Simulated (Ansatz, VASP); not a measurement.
**Li2Pt in VASP and in Ansatz**

```
CELL_PARAMETERS angstrom
4.18600 0.02093 0.02093
-2.07487 3.61472 0.00766
0.01331 0.01331 2.66100
ATOMIC_POSITIONS crystal
Li 0.33333 0.66667 0.50000
Li 0.66667 0.33333 0.50000
Pt 0.00000 0.00000 0.00000
```

Change from the starting cell: equal xy, yz and zx shear strains of +1 %, crystal datasets.

Alike in both runs: task electric field gradients; functional LDA; k mesh 9 × 9 × 12; occupations fermi-dirac, width 0.03 eV; no spin polarisation.

|  | VASP | Ansatz |
| --- | --- | --- |
| version | VASP 6.6.1 | Ansatz 0.2.0 |
| potentials or method | VASP PAW LDA potentials, release 64 (Li_sv, Pt), cutoff 520 eV | all-electron PAW with datasets made for the crystal, scalar-relativistic |

Ansatz gave:

```
rms of the force components (eV/Å)                   : 0.010
size of Vzz on the site where it differs most (V/Å²) : 240.3
```

Task: Estimate VASP's values.

Result: rms of the force components (eV/Å): 0.010; size of Vzz on the site where it differs most (V/Å²): 310.4.

LDA's correlation is that of Perdew and Zunger in VASP and of Perdew and Wang (1992) in Ansatz. Atom by atom the forces differ by 0.000 eV/Å (rms over components). Ansatz ran all-electron here, and VASP with PAW potentials.

Neither program's run includes spin-orbit coupling. Noted on VASP's run: the cutoff is short for stress, so the pressure is rough.
